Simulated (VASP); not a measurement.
# Sn (Im-3m) in VASP: further runs

Runs on Sn. Level: PBE. Tasks: single point, relaxation of cell and atoms.

All numbers are computed with VASP 6.6.1; they aren't measurements. Logs are shortened: lines on timing, memory, paths and dates and some standing lists are left out, and cuts for length are marked.

## 1. The cell of the first run

Symmetry: Im-3m, No. 229, cubic system. Conventional cell: a = 3.360 Å, b = 3.360 Å, c = 3.360 Å, α = 90.00°, β = 90.00°, γ = 90.00°. Sn (site symmetry m-3m) has 14 Sn at 2.91 to 3.36 Å within 3.8 Å.

## 2. Single point, PBE (volume scaled by 0.683, to set the pressure)

INCAR reads:

```
SYSTEM = Sn
  PREC = Accurate
  ENCUT = 520
  EDIFF = 1E-7
  ISMEAR = -1
  SIGMA = 0.05
  LREAL = .FALSE.
  LASPH = .TRUE.
  NELM = 100
  ALGO = Normal
  ISIF = 2
  LWAVE = .FALSE.
  LCHARG = .TRUE.
  GGA = PE
  LELF = .TRUE.
  LVHAR = .TRUE.
  NBANDS = 13
```

KPOINTS reads:

```
Automatic mesh
0
G
  16 16 16
  0 0 0
```

POSCAR reads:

```
Sn
1.0
   -1.6800091082      1.6800091082      1.6800091082
    1.6800091082     -1.6800091082      1.6800091082
    1.6800091082      1.6800091082     -1.6800091082
Sn
1
Direct
    0.0000000000      0.0000000000      0.0000000000
```

Potentials or basis: VASP PAW PBE potentials, release 64 (Sn_d).

Run with:

```console
cat potpaw_PBE.64/Sn_d/POTCAR > POTCAR
mpirun -np 1 vasp_std > vasp.out
```

OUTCAR:

```text
SYSTEM = Sn
   PREC = Accurate
   ENCUT = 520
   EDIFF = 1E-7
   ISMEAR = -1
   LREAL = .FALSE.
   LASPH = .TRUE.
   NELM = 100
   ISIF = 2
   GGA = PE

 ion  position               nearest neighbor table
   1  0.000  0.000  0.000-

  LATTYP: Found a body centered cubic cell.
 ALAT       =     3.3600182164

  Lattice vectors:

 A1 = (  -1.6800091082,   1.6800091082,   1.6800091082)
 A2 = (   1.6800091082,  -1.6800091082,   1.6800091082)
 A3 = (   1.6800091082,   1.6800091082,  -1.6800091082)

Analysis of symmetry for initial positions (statically):
=====================================================================
 Subroutine PRICEL returns:
 Original cell was already a primitive cell.

 Routine SETGRP: Setting up the symmetry group for a
 body centered cubic supercell.

 Subroutine GETGRP returns: Found 48 space group operations
 (whereof 48 operations were pure point group operations)
 out of a pool of 48 trial point group operations.

The static configuration has the point symmetry O_h .

Analysis of symmetry for dynamics (positions and initial velocities):
=====================================================================
 Subroutine PRICEL returns:
 Original cell was already a primitive cell.

 Routine SETGRP: Setting up the symmetry group for a
 body centered cubic supercell.

 Subroutine GETGRP returns: Found 48 space group operations
 (whereof 48 operations were pure point group operations)
 out of a pool of 48 trial point group operations.

The dynamic configuration has the point symmetry O_h .

 Subroutine INISYM returns: Found 48 space group operations
 (whereof 48 operations are pure point group operations),
 and found     1 'primitive' translations

----------------------------------------------------------------------------------------

                                     Primitive cell

  volume of cell :      18.9668

  direct lattice vectors                    reciprocal lattice vectors
    -1.680009108  1.680009108  1.680009108     0.000000000  0.297617434  0.297617434
     1.680009108 -1.680009108  1.680009108     0.297617434  0.000000000  0.297617434
     1.680009108  1.680009108 -1.680009108     0.297617434  0.297617434  0.000000000

  length of vectors
     2.909861133  2.909861133  2.909861133     0.420894612  0.420894612  0.420894612

  position of ions in fractional coordinates (direct lattice)
     0.000000000  0.000000000  0.000000000

  ion indices of the primitive-cell ions
   primitive index   ion index
                 1           1

----------------------------------------------------------------------------------------

 KPOINTS: Automatic mesh

Automatic generation of k-mesh.
 Grid dimensions read from file:
 generate k-points for:   16   16   16

 Generating k-lattice:

  Cartesian coordinates                     Fractional coordinates (reciprocal lattice)
     0.000000000  0.018601090  0.018601090     0.062500000  0.000000000  0.000000000
     0.018601090  0.000000000  0.018601090     0.000000000  0.062500000  0.000000000
     0.018601090  0.018601090  0.000000000     0.000000000  0.000000000  0.062500000

  Length of vectors
     0.026305913  0.026305913  0.026305913

  Shift w.r.t. Gamma in fractional coordinates (k-lattice)
     0.000000000  0.000000000  0.000000000

 Subroutine IBZKPT returns following result:
 ===========================================

 Found    145 irreducible k-points:

 Following reciprocal coordinates:
            Coordinates               Weight
  0.000000  0.000000  0.000000      1.000000
  0.062500  0.000000  0.000000     12.000000
  0.125000  0.000000  0.000000     12.000000
  0.187500  0.000000  0.000000     12.000000
  0.250000  0.000000  0.000000     12.000000
  0.312500  0.000000  0.000000     12.000000
[... 16 lines left out ...]
  0.187500  0.187500  0.000000     24.000000
  0.250000  0.187500 -0.000000     48.000000
 [... further k-points ...]
   k-points           NKPTS =    145   k-points in BZ     NKDIM =    145   number of bands    NBANDS=     13
   number of dos      NEDOS =    301   number of ions     NIONS =      1
   total plane-waves  NPLWV =  13824
   dimension x,y,z NGX =    24 NGY =   24 NGZ =   24
   dimension x,y,z NGXF=    48 NGYF=   48 NGZF=   48
   ions per type =               1
   NGX,Y,Z   is equivalent  to a cutoff of  13.71, 13.71, 13.71 a.u.
   NGXF,Y,Z  is equivalent  to a cutoff of  27.42, 27.42, 27.42 a.u.
 SYSTEM =  Sn
   PREC   = accura    normal or accurate (medium, high low for compatibility)
   ISTART =      0    job   : 0-new  1-cont  2-samecut
   ICHARG =      2    charge: 1-file 2-atom 10-const
   ISPIN  =      1    spin polarized calculation?
   LNONCOLLINEAR =      F non collinear calculations
   LSORBIT =      F    spin-orbit coupling
   LASPH  =      T    aspherical Exc in radial PAW
   ENCUT  =  520.0 eV  38.22 Ry    6.18 a.u.   5.41  5.41  5.41*2*pi/ulx,y,z
   NELM   =    100;   NELMIN=  2; NELMDL= -5     # of ELM steps
   EDIFF  = 0.1E-06   stopping-criterion for ELM
   LREAL  =      F    real-space projection
   EDIFFG = 0.1E-05   stopping-criterion for IOM
   NSW    =      0    number of steps for IOM
   IBRION =     -1    ionic relax: 0-MD 1-quasi-New 2-CG
   NFREE  =      0    steps in history (QN), initial steepest desc. (CG)
   ISIF   =      2    stress and relaxation
   ISYM   =      2    0-nonsym 1-usesym 2-fastsym
   POTIM  = 0.5000    time-step for ionic-motion
   TEBEG  =    0.0;   TEEND  =   0.0 temperature during run
   PSTRESS=    0.0 pullay stress
   NELECT =      14.0000    total number of electrons
   NUPDOWN=      -1.0000    fix difference up-down
   EMIN   =  10.00;   EMAX   =-10.00  energy-range for DOS
   EFERMI =   0.00;   METHOD = LEGACY
   ISMEAR =    -1;   SIGMA  =   0.05  broadening in eV -4-tet -1-fermi 0-gaus
   EFERMI_NEDOS =   21; number of points for ismear=-14 and -15
   IALGO  =     38    algorithm
   IMIX   =      4    mixing-type and parameters
     AMIX     =   0.40;   BMIX     =  1.00
     AMIX_MAG =   1.60;   BMIX_MAG =  1.00
  volume/ion in A,a.u.               =      18.97       127.99
  Fermi-wavevector in a.u.,A,eV,Ry     =   1.479514  2.795877 29.782650  2.188963
  Thomas-Fermi vector in A             =   2.593663
   LORBIT       =      0    0 simple, 1 ext, 2 COOP (PROOUT), +10 PAW based schemes
   GGA     = PE    functional components
   LHFCALC =     F    Hartree Fock is set to
   AEXX    =    0.0000 exact exchange contribution
   IVDW    =     0    specifies the selected vdW correction
   LEPSILON=     F    determine dielectric tensor
   LRPA    =     F    only Hartree local field effects (RPA)
 non-spin polarized calculation
  energy-cutoff  :      520.00
  volume of cell :       18.97
 maximum number of plane-waves:       533
 NGX is ok and might be reduce to    24
   NGX = 11   NGY = 11   NGZ = 11

 number of electron      14.0000002 magnetization

 Free energy of the ion-electron system (eV)
  ---------------------------------------------------
  ext. energy  EPLUGINS =         0.00000000
  ---------------------------------------------------
  free energy    TOTEN  =        -2.94273168 eV

  energy without entropy =       -2.93847319  energy(sigma->0) =       -2.94060243

 E-fermi :  13.3009     XC(G=0): -12.1750

 val. band max:       13.2917053960   @ k =   0.2500   0.0625   0.0625
 cond. band min:      13.3849964127   @ k =   0.2500   0.1250   0.0000
 fundamental gap:      0.0932910167
 Fermi energy:        13.3008518140

 k-point     1 :       0.0000    0.0000    0.0000
  band No.  band energies     occupation
      1      -8.7383      2.00000
      2      -8.7383      2.00000
      3      -8.7383      2.00000
      4      -8.3515      2.00000
      5      -8.3515      2.00000
      6      -0.9465      2.00000
      7      25.2869      0.00000
      8      25.2869      0.00000
      9      25.2869      0.00000
     10      25.9209      0.00000
     11      25.9209      0.00000
     12      25.9209      0.00000
     13      29.2172      0.00000

 k-point     2 :       0.0625    0.0000    0.0000
  band No.  band energies     occupation
      1      -8.7441      2.00000
      2      -8.7324      2.00000
      3      -8.7156      2.00000
      4      -8.3578      2.00000
      5      -8.3518      2.00000
      6      -0.8325      2.00000
      7      23.8398      0.00000
      8      24.6025      0.00000
      9      24.8545      0.00000
     10      25.5445      0.00000
     11      25.6383      0.00000
     12      25.9190      0.00000
     13      29.6276      0.00000

 k-point     3 :       0.1250    0.0000    0.0000
  band No.  band energies     occupation
      1      -8.7605      2.00000
      2      -8.7179      2.00000
      3      -8.6506      2.00000
      4      -8.3743      2.00000
      5      -8.3526      2.00000
      6      -0.4884      2.00000
      7      21.1459      0.00000
      8      23.2851      0.00000
      9      23.7959      0.00000
     10      25.0604      0.00000
     11      25.1286      0.00000
     12      26.2652      0.00000
     13      30.0184      0.00000

 k-point     4 :       0.1875    0.0000    0.0000
  band No.  band energies     occupation
      1      -8.7850      2.00000
      2      -8.7039      2.00000
      3      -8.5521      2.00000
      4      -8.3938      2.00000
      5      -8.3537      2.00000
      6       0.0903      2.00000
      7      18.3624      0.00000
      8      21.9246      0.00000
      9      22.6728      0.00000
     10      24.4686      0.00000
     11      24.7031      0.00000
     12      26.9100      0.00000
     13      30.3813      0.00000

 k-point     5 :       0.2500    0.0000    0.0000
  band No.  band energies     occupation
      1      -8.8139      2.00000
      2      -8.7022      2.00000
      3      -8.4336      2.00000
      4      -8.4050      2.00000
      5      -8.3547      2.00000
      6       0.9084      2.00000
      7      15.6676      0.00000
      8      20.6971      0.00000
      9      21.6757      0.00000
     10      23.9585      0.00000
     11      24.3447      0.00000
     12      27.8052      0.00000
     13      30.6674      0.00000

 k-point     6 :       0.3125    0.0000    0.0000
  band No.  band energies     occupation
      1      -8.8426      2.00000
      2      -8.7180      2.00000
      3      -8.4018      2.00000
      4      -8.3556      2.00000
      5      -8.3126      2.00000
      6       1.9678      2.00000
      7      13.1171      1.95052
      8      19.6789      0.00000
      9      20.8667      0.00000
     10      23.5571      0.00000
     11      24.0800      0.00000
     12      28.9178      0.00000
     13      30.8900      0.00000

 k-point     7 :       0.3750    0.0000    0.0000
  band No.  band energies     occupation
      1      -8.8668      2.00000
      2      -8.7431      2.00000
      3      -8.3894      2.00000
      4      -8.3562      2.00000
      5      -8.2080      2.00000
      6       3.2670      2.00000
      7      10.7397      2.00000
      8      18.9180      0.00000
      9      20.2740      0.00000
     10      23.2706      0.00000
     11      23.9066      0.00000
     12      30.1927      0.00000
     13      31.0629      0.00000
[... 193 lines left out ...]
 k-point    20 :       0.3125    0.1250   -0.0000
  band No.  band energies     occupation
      1      -8.8370      2.00000
      2      -8.7114      2.00000
      3      -8.4007      2.00000
      4      -8.3714      2.00000
      5      -8.2300      2.00000
      6       3.6199      2.00000
      7      11.0460      2.00000
      8      16.2726      0.00000
      9      19.4219      0.00000
     10      24.3728      0.00000
     11      27.1233      0.00000
     12      28.3838      0.00000
     13      32.5856      0.00000

 k-point    21 :       0.3750    0.1250    0.0000
  band No.  band energies     occupation
      1      -8.8507      2.00000
      2      -8.7238      2.00000
      3      -8.3857      2.00000
      4      -8.3736      2.00000
      5      -8.1764      2.00000
      6       5.1449      2.00000
      7       8.8889      2.00000
      8      15.8873      0.00000
      9      19.0698      0.00000
     10      24.2070      0.00000
     11      26.9925      0.00000
     12      29.4059      0.00000
     13      31.8697      0.00000

 k-point    22 :       0.4375    0.1250   -0.0000
  band No.  band energies     occupation
      1      -8.8555      2.00000
      2      -8.7291      2.00000
      3      -8.3783      2.00000
      4      -8.3759      2.00000
      5      -8.1573      2.00000
      6       6.6976      2.00000
      7       7.1245      2.00000
      8      15.7572      0.00000
      9      18.9513      0.00000
     10      24.1521      0.00000
     11      26.9420      0.00000
     12      30.1312      0.00000
     13      31.2152      0.00000

 k-point    23 :       0.1875    0.1875    0.0000
  band No.  band energies     occupation
      1      -8.8014      2.00000
      2      -8.6901      2.00000
      3      -8.4213      2.00000
      4      -8.3859      2.00000
      5      -8.3192      2.00000
      6       2.2046      2.00000
      7      14.5375      0.00000
      8      15.6417      0.00000
      9      19.9917      0.00000
     10      25.4338      0.00000
     11      26.2403      0.00000
     12      29.4237      0.00000
     13      31.4554      0.00000

 k-point    24 :       0.2500    0.1875   -0.0000
  band No.  band energies     occupation
      1      -8.8145      2.00000
      2      -8.6760      2.00000
      3      -8.4127      2.00000
      4      -8.3907      2.00000
      5      -8.2660      2.00000
      6       3.3835      2.00000
      7      12.4938      2.00000
      8      14.5696      0.00000
      9      19.3730      0.00000
     10      25.3199      0.00000
     11      26.8783      0.00000
     12      29.8254      0.00000
     13      32.9013      0.00000

 [... further k-points ...]
[... 5 lines left out ...]
  --------------------------------------------------------------------------------------
  -------------------------------------------------------------------------------------
  Total        5.2069932      5.2069932      5.2069932     -0.0000000      0.0000000      0.0000000
  in kB      439.8480687    439.8480687    439.8480687     -0.0000000      0.0000000      0.0000000
  external PRESSURE =     439.8480687 kB  Pullay stress =       0.0000000 kB

 VOLUME and BASIS-vectors are now :
 -----------------------------------------------------------------------------
  energy-cutoff  :      520.00
  volume of cell :       18.97
      direct lattice vectors                 reciprocal lattice vectors
    -1.680009108  1.680009108  1.680009108     0.000000000  0.297617434  0.297617434
     1.680009108 -1.680009108  1.680009108     0.297617434  0.000000000  0.297617434
     1.680009108  1.680009108 -1.680009108     0.297617434  0.297617434  0.000000000

 POSITION                                       TOTAL-FORCE (eV/Angst)
 -----------------------------------------------------------------------------------
      0.00000      0.00000      0.00000        -0.000000     -0.000000      0.000000
 -----------------------------------------------------------------------------------
    total drift:                               -0.000000      0.000000      0.000000

  FREE ENERGIE OF THE ION-ELECTRON SYSTEM (eV)
  ---------------------------------------------------
  free  energy   TOTEN  =        -2.9427316753 eV

  energy  without entropy=       -2.9384731897  energy(sigma->0) =       -2.94060243
```

Wall time 20 s (1 thread of AMD EPYC 9R45 (Zen 5), shared host); peak memory 0.13 GiB.

What came out:

```
Free energy            : -2.9427 eV
Pressure               : 44.0 GPa
Band gap on the k mesh : zero (band 7 reaches 25.29 eV, above the bottom of band 8 at 9.61 eV)
```

Caveat: the cell differs from its parent crystal (volume scaled by 0.683, to set the pressure); spin-orbit coupling is left out, which moves the levels of the heavy elements.

(Continued in part 2 of 3.)
